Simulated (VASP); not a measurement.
# CaB6 (Pm-3m) in VASP: a series of runs

Runs on CaB6. Level: PBE. Tasks: single point, relaxation of cell and atoms.

Program: VASP 6.6.1. These are calculated values, not measurements. Logs are shortened: lines on timing, memory, paths and dates and some standing lists are left out, and cuts for length are marked.

## Step 1: The cell of the first run

It takes space group Pm-3m (No. 221, cubic). Conventional cell: a = 4.148 Å, b = 4.148 Å, c = 4.148 Å, α = 90.00°, β = 90.00°, γ = 90.00°. Within 4.2 Å of Ca (site symmetry m-3m) lie 24 B at 3.05 Å and 6 Ca at 4.15 Å. Within 2.2 Å of B (site symmetry 4mm) lie 5 B at 1.67 to 1.75 Å.

## Step 2: Single point, PBE

INCAR

```
ALGO = Normal
EDIFF = 1E-6
ENCUT = 520
GGA = PE
ISIF = 2
ISMEAR = 0
LASPH = T
LCHARG = F
LREAL = F
LWAVE = F
NBANDS = 23
NELM = 100
PREC = Accurate
SIGMA = 0.01
```

KPOINTS

```
k-points
0
Gamma
  8 8 8
```

POSCAR

```
CaB6
1.0
    4.1477323593      0.0000000000      0.0000000000
    0.0000000000      4.1477323593      0.0000000000
    0.0000000000      0.0000000000      4.1477323593
Ca B
1 6
Direct
    0.5000000000      0.5000000000      0.5000000000
    0.0000000000      0.0000000000      0.2982058809
    0.0000000000      0.0000000000      0.7017941191
    0.2982058809      0.0000000000      0.0000000000
    0.7017941191      0.0000000000      0.0000000000
    0.0000000000      0.2982058809      0.0000000000
    0.0000000000      0.7017941191      0.0000000000
```

Potentials or basis: VASP PAW PBE potentials, release 64 (Ca_sv, B).

Launch:

```bash
cat potpaw_PBE.64/Ca_sv/POTCAR potpaw_PBE.64/B/POTCAR > POTCAR
mpirun -np 1 vasp_std > vasp.out
```

OUTCAR:

```text
EDIFF = 1E-6
   ENCUT = 520
   GGA = PE
   ISIF = 2
   ISMEAR = 0
   LASPH = T
   LREAL = F
   NELM = 100
   PREC = Accurate

 ion  position               nearest neighbor table
   1  0.500  0.500  0.500-
   2  0.000  0.000  0.298-   3 1.67   4 1.75   5 1.75   6 1.75   7 1.75
   3  0.000  0.000  0.702-   2 1.67   4 1.75   5 1.75   6 1.75   7 1.75
   4  0.298  0.000  0.000-   5 1.67   3 1.75   2 1.75   6 1.75   7 1.75
   5  0.702  0.000  0.000-   4 1.67   3 1.75   2 1.75   6 1.75   7 1.75
   6  0.000  0.298  0.000-   7 1.67   3 1.75   4 1.75   5 1.75   2 1.75
   7  0.000  0.702  0.000-   6 1.67   3 1.75   4 1.75   5 1.75   2 1.75

  LATTYP: Found a simple cubic cell.
 ALAT       =     4.1477323593

  Lattice vectors:

 A1 = (   4.1477323593,   0.0000000000,   0.0000000000)
 A2 = (   0.0000000000,   4.1477323593,   0.0000000000)
 A3 = (   0.0000000000,   0.0000000000,   4.1477323593)

Analysis of symmetry for initial positions (statically):
=====================================================================
 Subroutine PRICEL returns:
 Original cell was already a primitive cell.

 Routine SETGRP: Setting up the symmetry group for a
 simple cubic supercell.

 Subroutine GETGRP returns: Found 48 space group operations
 (whereof 48 operations were pure point group operations)
 out of a pool of 48 trial point group operations.

The static configuration has the point symmetry O_h .

Analysis of symmetry for dynamics (positions and initial velocities):
=====================================================================
 Subroutine PRICEL returns:
 Original cell was already a primitive cell.

 Routine SETGRP: Setting up the symmetry group for a
 simple cubic supercell.

 Subroutine GETGRP returns: Found 48 space group operations
 (whereof 48 operations were pure point group operations)
 out of a pool of 48 trial point group operations.

The dynamic configuration has the point symmetry O_h .

 Subroutine INISYM returns: Found 48 space group operations
 (whereof 48 operations are pure point group operations),
 and found     1 'primitive' translations

----------------------------------------------------------------------------------------

                                     Primitive cell

  volume of cell :      71.3563

  direct lattice vectors                    reciprocal lattice vectors
     4.147732359  0.000000000  0.000000000     0.241095595  0.000000000  0.000000000
     0.000000000  4.147732359  0.000000000     0.000000000  0.241095595  0.000000000
     0.000000000  0.000000000  4.147732359     0.000000000  0.000000000  0.241095595

  length of vectors
     4.147732359  4.147732359  4.147732359     0.241095595  0.241095595  0.241095595

  position of ions in fractional coordinates (direct lattice)
     0.500000000  0.500000000  0.500000000
     0.000000000  0.000000000  0.298205881
     0.000000000  0.000000000  0.701794119
     0.298205881  0.000000000  0.000000000
     0.701794119  0.000000000  0.000000000
     0.000000000  0.298205881  0.000000000
     0.000000000  0.701794119  0.000000000

  ion indices of the primitive-cell ions
   primitive index   ion index
                 1           1
                 2           2
                 3           3
                 4           4
                 5           5
                 6           6
                 7           7

----------------------------------------------------------------------------------------

 KPOINTS: k-points

Automatic generation of k-mesh.
 Grid dimensions read from file:
 generate k-points for:    8    8    8

 Generating k-lattice:

  Cartesian coordinates                     Fractional coordinates (reciprocal lattice)
     0.030136949  0.000000000  0.000000000     0.125000000  0.000000000  0.000000000
     0.000000000  0.030136949  0.000000000     0.000000000  0.125000000  0.000000000
     0.000000000  0.000000000  0.030136949     0.000000000  0.000000000  0.125000000

  Length of vectors
     0.030136949  0.030136949  0.030136949

  Shift w.r.t. Gamma in fractional coordinates (k-lattice)
     0.000000000  0.000000000  0.000000000

 Subroutine IBZKPT returns following result:
 ===========================================

 Found     35 irreducible k-points:

 Following reciprocal coordinates:
            Coordinates               Weight
  0.000000  0.000000  0.000000      1.000000
  0.125000  0.000000  0.000000      6.000000
  0.250000  0.000000  0.000000      6.000000
  0.375000  0.000000  0.000000      6.000000
  0.500000  0.000000  0.000000      3.000000
  0.125000  0.125000  0.000000     12.000000
[... 16 lines left out ...]
  0.375000  0.375000  0.125000     24.000000
  0.500000  0.375000  0.125000     24.000000
 [... further k-points ...]
   k-points           NKPTS =     35   k-points in BZ     NKDIM =     35   number of bands    NBANDS=     23
   number of dos      NEDOS =    301   number of ions     NIONS =      7
   total plane-waves  NPLWV =  32768
[... 84 lines left out ...]
  band No.  band energies     occupation
      1     -36.5270      2.00000
      2     -17.5194      2.00000
      3     -17.5099      2.00000
      4     -17.5099      2.00000
      5      -9.7346      2.00000
      6      -2.9959      2.00000
[... 15 lines left out ...]
     22       9.2410      0.00000
     23      10.0191      0.00000

 k-point     3 :       0.2500    0.0000    0.0000
  band No.  band energies     occupation
      1     -36.5262      2.00000
      2     -17.5400      2.00000
      3     -17.5076      2.00000
      4     -17.5076      2.00000
      5      -9.6031      2.00000
      6      -3.9128      2.00000
[... 15 lines left out ...]
     22       9.6807      0.00000
     23      10.0790      0.00000

 k-point     4 :       0.3750    0.0000    0.0000
  band No.  band energies     occupation
      1     -36.5254      2.00000
      2     -17.5604      2.00000
      3     -17.5052      2.00000
      4     -17.5052      2.00000
      5      -9.4569      2.00000
      6      -4.5601      2.00000
[... 15 lines left out ...]
     22      10.7054      0.00000
     23      10.7999      0.00000

 k-point     5 :       0.5000    0.0000    0.0000
  band No.  band energies     occupation
      1     -36.5250      2.00000
      2     -17.5688      2.00000
      3     -17.5042      2.00000
      4     -17.5042      2.00000
      5      -9.3909      2.00000
      6      -4.7961      2.00000
[... 15 lines left out ...]
     22      11.2007      0.00000
     23      11.2007      0.00000

 k-point     6 :       0.1250    0.1250    0.0000
  band No.  band energies     occupation
      1     -36.5267      2.00000
      2     -17.5191      2.00000
      3     -17.5175      2.00000
      4     -17.5089      2.00000
      5      -9.6861      2.00000
      6      -3.1113      2.00000
[... 15 lines left out ...]
     22       9.6656      0.00000
     23      10.1805      0.00000

 k-point     7 :       0.2500    0.1250    0.0000
  band No.  band energies     occupation
      1     -36.5259      2.00000
      2     -17.5386      2.00000
      3     -17.5156      2.00000
      4     -17.5066      2.00000
      5      -9.5613      2.00000
      6      -3.8584      2.00000
[... 353 lines left out ...]
     22      10.8798      0.00000
     23      11.2208      0.00000

 k-point    21 :       0.3750    0.2500    0.1250
  band No.  band energies     occupation
      1     -36.5239      2.00000
      2     -17.5533      2.00000
      3     -17.5307      2.00000
      4     -17.5096      2.00000
      5      -9.3028      2.00000
      6      -4.2209      2.00000
[... 15 lines left out ...]
     22      10.9664      0.00000
     23      11.4447      0.00000

 k-point    22 :       0.5000    0.2500    0.1250
  band No.  band energies     occupation
      1     -36.5236      2.00000
      2     -17.5611      2.00000
      3     -17.5294      2.00000
      4     -17.5086      2.00000
      5      -9.2522      2.00000
      6      -4.4306      2.00000
[... 15 lines left out ...]
     22      10.9258      0.00000
     23      11.6487      0.00000

 k-point    23 :       0.3750    0.3750    0.1250
  band No.  band energies     occupation
      1     -36.5231      2.00000
      2     -17.5500      2.00000
      3     -17.5485      2.00000
      4     -17.5072      2.00000
      5      -9.2090      2.00000
      6      -4.0482      2.00000
[... 15 lines left out ...]
     22      11.6044      0.00000
     23      12.0893      0.00000

 k-point    24 :       0.5000    0.3750    0.1250
  band No.  band energies     occupation
      1     -36.5228      2.00000
      2     -17.5569      2.00000
      3     -17.5477      2.00000
      4     -17.5063      2.00000
      5      -9.1675      2.00000
      6      -4.1886      2.00000
[... 15 lines left out ...]
     22      11.5116      0.00000
     23      12.5396      0.00000

 [... further k-points ...]
[... 5 lines left out ...]
  --------------------------------------------------------------------------------------
  -------------------------------------------------------------------------------------
  Total        0.0547153      0.0547153      0.0547153     -0.0000000     -0.0000000      0.0000000
  in kB        1.2285332      1.2285332      1.2285332     -0.0000000     -0.0000000      0.0000000
  external PRESSURE =       1.2285332 kB  Pullay stress =       0.0000000 kB

 VOLUME and BASIS-vectors are now :
 -----------------------------------------------------------------------------
  energy-cutoff  :      520.00
  volume of cell :       71.36
      direct lattice vectors                 reciprocal lattice vectors
     4.147732359  0.000000000  0.000000000     0.241095595  0.000000000  0.000000000
     0.000000000  4.147732359  0.000000000     0.000000000  0.241095595  0.000000000
     0.000000000  0.000000000  4.147732359     0.000000000  0.000000000  0.241095595

 POSITION                                       TOTAL-FORCE (eV/Angst)
 -----------------------------------------------------------------------------------
      2.07387      2.07387      2.07387        -0.000000      0.000000      0.000000
      0.00000      0.00000      1.23688        -0.000000     -0.000000      0.016034
      0.00000      0.00000      2.91085        -0.000000      0.000000     -0.016034
      1.23688      0.00000      0.00000         0.016034     -0.000000      0.000000
      2.91085      0.00000      0.00000        -0.016034      0.000000     -0.000000
      0.00000      1.23688      0.00000        -0.000000      0.016034      0.000000
      0.00000      2.91085      0.00000        -0.000000     -0.016034      0.000000
 -----------------------------------------------------------------------------------
    total drift:                                0.000000      0.000000     -0.000000

  FREE ENERGIE OF THE ION-ELECTRON SYSTEM (eV)
  ---------------------------------------------------
  free  energy   TOTEN  =       -45.0165886071 eV

  energy  without entropy=      -45.0165886052  energy(sigma->0) =      -45.01658861
```

It took 38 s on 1 thread of Intel Xeon Platinum 8259CL at 2.50GHz (Skylake/Cascade Lake), shared host; peak memory 0.2 GiB.

What came out:

| Quantity | Value |
| --- | --- |
| Free energy | -45.0166 eV |
| Pressure | 0.1 GPa |
| Largest force | 0.016 eV/Å |
| Band gap on the k mesh | 0.07 eV (least direct gap 0.14 eV) |

Forces on the atoms (eV/Å):
```
Ca   0.000  0.000  0.000
B    0.000  0.000  0.016
B    0.000  0.000 -0.016
B    0.016  0.000  0.000
B   -0.016  0.000  0.000
B    0.000  0.016  0.000
B    0.000 -0.016  0.000
```

Levels at points of the mesh, in eV from the valence-band top:
```tsv
k point	band 11	band 12	band 13	band 14	band 15	band 16	band 17	band 18
(0.00, 0.00, 0.00)	-5.30	-0.32	-0.32	-0.32	2.83	2.83	2.83	3.36
(0.50, 0.00, 0.00)	-2.38	-2.38	-1.78	-0.08	0.07	3.19	3.19	3.79
(0.50, 0.50, 0.00)	-2.69	-2.69	-1.47	-1.47	3.07	3.07	4.04	4.34
(0.50, 0.50, 0.50)	-4.35	-1.08	-1.08	-1.08	4.25	4.73	4.73	4.82
```

## Step 3: Relaxation of cell and atoms, PBE

INCAR

```
SYSTEM = CaB6
  PREC = Accurate
  ENCUT = 600
  EDIFF = 1E-7
  ISMEAR = 0
  SIGMA = 0.01
  LREAL = .False.
  LASPH = .True.
  NELM = 80
  ALGO = Normal
  ISIF = 3
  LWAVE = .False.
  LCHARG = .False.
  GGA = PE
  IBRION = 2
  NSW = 100
  EDIFFG = -0.005
```

KPOINTS

```
regular mesh
0
Gamma
  8 8 8
  0 0 0
```

POSCAR

```
CaB6
1.0
    4.1479658752      0.0000000000      0.0000000000
    0.0000000000      4.1479658752      0.0000000000
    0.0000000000      0.0000000000      4.1479658752
Ca B
1 6
Direct
    0.5000000000      0.5000000000      0.5000000000
    0.0000000000      0.0000000000      0.2982962817
    0.0000000000      0.0000000000      0.7017037183
    0.2982962817      0.0000000000      0.0000000000
    0.7017037183      0.0000000000      0.0000000000
    0.0000000000      0.2982962817      0.0000000000
    0.0000000000      0.7017037183      0.0000000000
```

Potentials or basis: VASP PAW PBE potentials, release 64 (Ca_sv, B).

Launch:

```bash
cat potpaw_PBE.64/Ca_sv/POTCAR potpaw_PBE.64/B/POTCAR > POTCAR
mpirun -np 1 vasp_std > vasp.out
```

It took 98 s on 1 thread of Intel Xeon Platinum 8259CL at 2.50GHz (Skylake/Cascade Lake), shared host; peak memory 0.24 GiB.

It converged, with:

| Item | Value |
| --- | --- |
| Free energy | -45.0218 eV |
| Relaxed volume | 10.20 Å³/atom |
| Relaxed cell | a = 4.148 Å, b = 4.148 Å, c = 4.148 Å, α = 90.00°, β = 90.00°, γ = 90.00° |
| Space group after relaxing (to 0.1 Å) | Pm-3m (No. 221) |
| Energy gained by relaxing | 0.0 meV/atom |
| Ionic steps | 3 |
| Pressure after relaxing | 0.0 GPa |
| Largest force after relaxing | 0.003 eV/Å |
| Band gap on the k mesh | 0.07 eV (least direct gap 0.15 eV) |

Forces in eV/Å, atoms in the order of the input:
```
Ca   0.000  0.000  0.000
B    0.000  0.000  0.003
B    0.000  0.000 -0.003
B    0.003  0.000  0.000
B   -0.003  0.000  0.000
B    0.000  0.003  0.000
B    0.000 -0.003  0.000
```

Final structure:
```yaml
crystal:
  lattice:
    - [4.14842, 0.00000, 0.00000]
    - [0.00000, 4.14842, 0.00000]
    - [0.00000, 0.00000, 4.14842]
  atoms:
    - { symbol: Ca, position: [0.50000, 0.50000, 0.50000] }
    - { symbol: B, position: [0.00000, 0.00000, 0.29825] }
    - { symbol: B, position: [0.00000, 0.00000, 0.70175] }
    - { symbol: B, position: [0.29825, 0.00000, 0.00000] }
    - { symbol: B, position: [0.70175, 0.00000, 0.00000] }
    - { symbol: B, position: [0.00000, 0.29825, 0.00000] }
    - { symbol: B, position: [0.00000, 0.70175, 0.00000] }
```

Levels at points of the mesh, in eV from the valence-band top:
| k point | band 12 | band 13 | band 14 | band 15 | band 16 | band 17 |
| --- | --- | --- | --- | --- | --- | --- |
| (0.00, 0.00, 0.00) | -0.32 | -0.32 | -0.32 | 2.82 | 2.82 | 2.82 |
| (0.50, 0.00, 0.00) | -2.38 | -1.78 | -0.08 | 0.07 | 3.19 | 3.19 |
| (0.50, 0.50, 0.00) | -2.69 | -1.47 | -1.47 | 3.07 | 3.07 | 4.04 |
| (0.50, 0.50, 0.50) | -1.08 | -1.08 | -1.08 | 4.24 | 4.72 | 4.72 |

## Step 4: Relaxation of cell and atoms, PBE

INCAR

```
PREC     = Accurate       # precision mode
ENCUT    = 600            # plane-wave cutoff, eV
EDIFF    = 1E-6           # SCF threshold, eV
ISMEAR   = 0              # smearing method
SIGMA    = 0.01           # smearing width, eV
LREAL    = False          # projectors in reciprocal space
LASPH    = True           # aspherical terms in the spheres
NELM     = 60             # most SCF steps
ALGO     = Normal         # electronic algorithm
ISIF     = 3              # what is computed and relaxed
LWAVE    = False          # write WAVECAR
LCHARG   = False          # write CHGCAR
GGA      = PE             # functional
IBRION   = 2              # ionic algorithm
NSW      = 80             # ionic steps
EDIFFG   = -0.001         # ionic threshold
```

KPOINTS

```
Automatic mesh
0
Gamma
  8 8 8
```

POSCAR

```
CaB6
1.0
    4.1477323593      0.0000000000      0.0000000000
    0.0000000000      4.1477323593      0.0000000000
    0.0000000000      0.0000000000      4.1477323593
Ca B
1 6
Direct
    0.5000000000      0.5000000000      0.5000000000
    0.0000000000      0.0000000000      0.2982058809
    0.0000000000      0.0000000000      0.7017941191
    0.2982058809      0.0000000000      0.0000000000
    0.7017941191      0.0000000000      0.0000000000
    0.0000000000      0.2982058809      0.0000000000
    0.0000000000      0.7017941191      0.0000000000
```

Launch:

```bash
cat potpaw_PBE.64/Ca_sv/POTCAR potpaw_PBE.64/B/POTCAR > POTCAR
mpirun -np 1 vasp_std > vasp.out
```

Run time: 1.7 min. Hardware: 1 thread of Intel Xeon Platinum 8259CL at 2.50GHz (Skylake/Cascade Lake), shared host; peak memory 0.24 GiB.

It converged, with:

- Free energy: -45.0218 eV
- Relaxed volume: 10.20 Å³/atom
- Relaxed cell: a = 4.149 Å, b = 4.149 Å, c = 4.149 Å, α = 90.00°, β = 90.00°, γ = 90.00°
- Space group after relaxing (to 0.1 Å): Pm-3m (No. 221)
- Energy gained by relaxing: 0.0 meV/atom
- Ionic steps: 5
- Pressure after relaxing: 0.0 GPa
- Band gap on the k mesh: 0.07 eV (least direct gap 0.15 eV)

Final structure:
```xyz
7
Lattice="4.1486 0.0000 0.0000 0.0000 4.1486 0.0000 0.0000 0.0000 4.1486" Properties=species:S:1:pos:R:3 pbc="T T T"
Ca    2.0743    2.0743    2.0743
B     0.0000    0.0000    1.2374
B     0.0000    0.0000    2.9113
B     1.2374    0.0000    0.0000
B     2.9113    4.1486    0.0000
B     0.0000    1.2374    0.0000
B     0.0000    2.9113    0.0000
```

Levels at points of the mesh, in eV from the valence-band top:
| k point | band 12 | band 13 | band 14 | band 15 | band 16 | band 17 |
| --- | --- | --- | --- | --- | --- | --- |
| (0.00, 0.00, 0.00) | -0.32 | -0.32 | -0.32 | 2.82 | 2.82 | 2.82 |
| (0.50, 0.00, 0.00) | -2.38 | -1.78 | -0.08 | 0.07 | 3.19 | 3.19 |
| (0.50, 0.50, 0.00) | -2.69 | -1.47 | -1.47 | 3.07 | 3.07 | 4.04 |
| (0.50, 0.50, 0.50) | -1.08 | -1.08 | -1.08 | 4.24 | 4.72 | 4.72 |

A k mesh can miss the band edges.
